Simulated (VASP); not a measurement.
Write the native input for VASP 6.6.1 that does the following.

```yaml
Task: single point
Functional: PBEsol
Potentials_or_basis: VASP PAW PBE potentials, release 64 (Zn, Sn_d, P)
Cutoff: 500 eV
k_mesh: 6 × 6 × 6
Occupations: fermi-dirac, width 0.02 eV
Spin: no spin polarisation
Dipole_correction: no
Further_INCAR_settings: ALGO = Normal; EDIFF = 1e-06; NBANDS = 46
```

The structure of ZnSnP2 lies in POSCAR:

```
ZnSnP2
1.0
   -2.8106823461      2.8106823461      5.6415560452
    2.8106823461     -2.8106823461      5.6415560452
    2.8106823461      2.8106823461     -5.6415560452
Zn Sn P
2 2 4
Direct
    0.7500000000      0.2500000000      0.5000000000
    0.0000000000      0.0000000000      0.0000000000
    0.2500000000      0.7500000000      0.5000000000
    0.5000000000      0.5000000000      0.0000000000
    0.3750000000      0.3505512574      0.4755512574
    0.6494487426      0.1250000000      0.0244487426
    0.1005512574      0.6250000000      0.9755512574
    0.8750000000      0.8994487426      0.5244487426
```

The input as run:

INCAR

```
SYSTEM = ZnSnP2
PREC = Accurate
ENCUT = 500
EDIFF = 1E-6
ISMEAR = -1
SIGMA = 0.02
LREAL = .False.
LASPH = .True.
NELM = 120
ALGO = Normal
ISIF = 2
LWAVE = .False.
LCHARG = .True.
GGA = PS
LELF = .True.
LVHAR = .True.
NBANDS = 46
GGA_COMPAT = .False.
```

KPOINTS

```
regular mesh
0
Gamma
  6 6 6
  0 0 0
```

Potentials or basis: VASP PAW PBE potentials, release 64 (Zn, Sn_d, P).

The run is started by

```sh
$ cat potpaw_PBE.64/Zn/POTCAR potpaw_PBE.64/Sn_d/POTCAR potpaw_PBE.64/P/POTCAR > POTCAR
$ mpirun -np 1 vasp_std > vasp.out
```

It gave:

```yaml
Pressure: 0.1 GPa
Largest_force: 0.023 eV/Å
Band_gap_on_the_k_mesh: 0.81 eV
```

Caveat: the PAW data sets were made with another functional, which shifts forces and pressure a little; spin-orbit coupling is left out, which moves the levels of the heavy elements.

Wall time 4.2 min on 1 thread of Intel(R) Xeon(R) Platinum 8488C (Sapphire Rapids) (shared host), peak memory 0.45 GiB.
